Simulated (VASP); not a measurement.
Input of a VASP 6.6.1 run:

INCAR

```
ALGO = Normal
EDIFF = 1E-6
ENCUT = 400
GGA = PE
GGA_COMPAT = False
ISIF = 2
ISMEAR = 0
ISYM = -1
LASPH = True
LCHARG = False
LREAL = Auto
LWAVE = False
NBANDS = 86
NELM = 120
PREC = Accurate
SIGMA = 0.1
```

Contents of KPOINTS:

```
explicit points
1
Reciprocal
  0.25000000   0.25000000   0.25000000 1
```

File POSCAR:

```
K7NaMgCl10
1.0
    8.2251184719     -0.3188315581      0.9497569832
   -0.3655153457      9.4764499815      0.1694656822
    0.8945482431      0.1181159280      8.5103334206
Mg Cl K Na
1 10 7 1
Direct
    0.3770143371      0.8271207958      0.1610215017
    0.3655167327      0.9485837045      0.9183372501
    0.9620609759      0.0550675083      0.7306612028
    0.6507434320      0.7642205401      0.1121344790
    0.4379655724      0.3553769494      0.1500845068
    0.9129744947      0.1456314449      0.2878120252
    0.3459925892     -0.0198134738      0.3750158497
    0.7536408467      0.7271155433      0.5643227992
    0.9201710461      0.4443803742     -0.0745267970
    0.4712847876      0.3231267965      0.6398000417
    0.1309698784      0.6805374193      0.2206713141
    0.1839101852      0.2366462225      0.9541279748
    0.5979874015      0.5381382837      0.8493737363
    0.6168851149      0.0287203424      0.5826450568
    0.6981855680      0.1444861793      1.0280943388
    0.7252600429      0.4896809858      0.3135553702
    0.1834434564      0.2801222699      0.4666578734
    0.0155932777      0.7668854612      0.8893080399
    0.0077539439      0.9054379813      0.4281596052
```

Potentials or basis: VASP PAW PBE potentials, release 64 (Mg, Cl, K_sv, Na_pv).

Launch:

```bash
$ cat potpaw_PBE.64/Mg/POTCAR potpaw_PBE.64/Cl/POTCAR potpaw_PBE.64/K_sv/POTCAR potpaw_PBE.64/Na_pv/POTCAR > POTCAR
$ mpirun -np 1 vasp_std > vasp.out
```

**Question.** What does it give for the pressure?

**Answer.** 0.0 GPa.

**Question.** Estimate the largest force.

**Answer.** 0.034 eV/Å.

Forces in eV/Å, atoms in the order of the input:
```
Mg  -0.024  0.016  0.004
Cl   0.016 -0.022  0.020
Cl  -0.009  0.003 -0.016
Cl  -0.028  0.015 -0.002
Cl   0.004 -0.002  0.007
Cl  -0.007 -0.002  0.001
Cl   0.014 -0.008 -0.001
Cl   0.003  0.012 -0.004
Cl   0.002 -0.014 -0.004
Cl   0.000 -0.010 -0.015
Cl   0.016 -0.006  0.003
K    0.006  0.006  0.011
K   -0.006  0.000  0.011
K    0.002 -0.005 -0.013
K   -0.008  0.010  0.008
K   -0.003 -0.005  0.001
K    0.002  0.012 -0.012
K    0.007 -0.001  0.006
Na   0.013  0.000 -0.005
```
